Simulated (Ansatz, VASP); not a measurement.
## Two plane-wave programs on ZnSe

```xyz
2
Lattice="0.0000 2.8659 2.8659 2.8659 0.0000 2.8659 2.8659 2.8659 0.0000" Properties=species:S:1:pos:R:3 pbc="T T T"
Zn    0.0000    0.0000    0.0000
Se    1.4330    1.4330    1.4330
```

Alike in both runs: task relaxation of cell and atoms; functional PBEsol; k mesh 8 × 8 × 8; occupations gaussian, width 0.02 eV; no spin polarisation.

|  | VASP | Ansatz |
| --- | --- | --- |
| version | VASP 6.6.1 | Ansatz 0.2.0 |
| potentials or method | VASP PAW PBE potentials, release 64 (Zn, Se), cutoff 500 eV | scalar-relativistic, plane waves, PAW |
| valence electrons in the cell | 18 | 28 |

```tsv
	VASP	Ansatz	Ansatz less VASP
gap on the k mesh at the Fermi level, each at its own relaxed structure (eV)	1.23	1.24	+0.011
relaxed volume (Å³/atom)	22.44	22.35	-0.087
relaxed cell length with the largest relative difference (Å)	3.989	3.984	-0.0051
```

VASP's potentials were made for PBE, not for PBEsol. VASP's potentials hold 18 valence electrons a cell and Ansatz's 28, so a difference there can come from the potentials and not from the codes.
